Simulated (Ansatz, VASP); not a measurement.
## Ca in VASP and in Ansatz

```
CELL_PARAMETERS angstrom
0.00000 2.75644 2.75644
2.75644 0.00000 2.75644
2.75644 2.75644 0.00000
ATOMIC_POSITIONS crystal
Ca 0.00000 0.00000 0.00000
```

Change from the starting cell: volume scaled by 0.96.

Alike in both runs: task single point; functional LDA; k mesh 8 × 8 × 8; occupations fermi-dirac, width 0.05 eV; no spin polarisation.

|  | VASP | Ansatz |
| --- | --- | --- |
| version | VASP 6.6.1 | Ansatz 0.2.0 |
| potentials or method | VASP PAW LDA potentials, release 64 (Ca_sv), cutoff 520 eV | all-electron LAPW, scalar-relativistic |

```tsv
	VASP	Ansatz	Ansatz less VASP
gap on the k mesh at the Fermi level (eV)	none	none	-
pressure (GPa)	-1.6	-1.6	-0.02
```

LDA's correlation is that of Perdew and Zunger in VASP and of Perdew and Wang (1992) in Ansatz. A gap of «none» marks a metal or a gap that the smearing closes. Ansatz ran all-electron here, and VASP with PAW potentials.
